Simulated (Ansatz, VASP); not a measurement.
## Zr: VASP beside Ansatz

File INCAR:

```
SYSTEM = Zr
AGGAC = 1.0
AGGAX = 1.0
ALDAC = 0.0
ALDAX = 1.0
ALGO = Normal
EDIFF = 1E-7
ENCUT = 520
GGA = B5
ISIF = 2
ISMEAR = -1
LASPH = .TRUE.
LCHARG = .FALSE.
LREAL = .FALSE.
LWAVE = .FALSE.
NBANDS = 12
NELM = 100
PREC = Accurate
SIGMA = 0.1
```

File KPOINTS:

```
k-points
0
G
  13 13 13
  0 0 0
```

The input POSCAR:

```
Zr
1.0
    0.0000000000      2.2590946988      2.2590946988
    2.2590946988      0.0000000000      2.2590946988
    2.2590946988      2.2590946988      0.0000000000
Zr
1
Direct
    0.0000000000      0.0000000000      0.0000000000
```

Input for Ansatz:

```yaml
crystal:
  lattice:
    - [0.0, 2.2590946988, 2.2590946988]
    - [2.2590946988, 0.0, 2.2590946988]
    - [2.2590946988, 2.2590946988, 0.0]
  atoms:
    - { symbol: Zr, position: [0.0, 0.0, 0.0] }
hamiltonian:
  xc: blyp
  pseudopotentials:
    kind: paw
    azcp:
      Zr: "pseudopotentials/Zr.paw.azcp"
basis:
  ecutwfc: 420
  fft_grid_basis: typed
kpoints:
  mp_grid: { grid: [13, 13, 13], shift: [0, 0, 0] }
magnetization:
  spin_polarized: false
scf:
  occupations: { method: fermi_dirac, width: 0.1 }
  lower_state_search: "off"
output:
  stress: true
```

Alike in both runs: task single point; functional BLYP; k mesh 13 × 13 × 13; occupations fermi-dirac, width 0.1 eV; no spin polarisation.

|  | VASP | Ansatz |
| --- | --- | --- |
| version | VASP 6.6.1 | Ansatz 0.2.0 |
| potentials or method | VASP PAW PBE potentials, release 64 (Zr_sv), cutoff 520 eV | plane waves (420 eV) with PAW, scalar-relativistic |
| valence electrons in the cell | 12 | 12 |

|  | VASP | Ansatz | Ansatz less VASP |
| --- | --- | --- | --- |
| pressure (GPa) | 4.0 | 3.9 | -0.12 |

VASP's potentials were made for PBE, not for BLYP. The functional is the same, so the differences come from potentials, cutoffs and numerics.
